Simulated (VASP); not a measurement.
A run of VASP 6.6.1 is set up as follows.

File INCAR:

```
SYSTEM = BaSr3
PREC = Accurate
ENCUT = 520
EDIFF = 1E-6
ISMEAR = 0
SIGMA = 0.05
LREAL = .False.
LASPH = .True.
NELM = 100
ALGO = Fast
ISIF = 2
LWAVE = .False.
LCHARG = .False.
GGA = CA
NBANDS = 28
```

Contents of KPOINTS:

```
regular mesh
0
Gamma
  6 6 6
  0 0 0
```

File POSCAR:

```
BaSr3
1.0
    6.2131873200      0.0000000000      0.0000000000
    0.0000000000      6.2131873200      0.0000000000
   -3.1065936600     -3.1065936600      6.1546734900
Ba Sr
1 3
Direct
    0.0000000000      0.0000000000      0.0000000000
    0.2500000000      0.7500000000      0.5000000000
    0.7540619539      0.2540619539      0.5081239078
    0.5000000000      0.5000000000      0.0000000000
```

Potentials or basis: VASP PAW LDA potentials, release 64 (Ba_sv, Sr_sv).

Run with:

```sh
$ cat potpaw_LDA.64/Ba_sv/POTCAR potpaw_LDA.64/Sr_sv/POTCAR > POTCAR
$ mpirun -np 1 vasp_std > vasp.out
```

Question: What does it give for the band gap on the k mesh?

Answer: Zero (bands 20 and 21 overlap by 0.13 eV).

Question: Predict the pressure.

Answer: -1.6 GPa.

Forces on the atoms (eV/Å):
```
Ba   0.000  0.000  0.035
Sr   0.000  0.000 -0.002
Sr   0.000  0.000 -0.060
Sr   0.000  0.000  0.027
```

Caveat: spin-orbit coupling is left out, which moves the levels of the heavy elements.
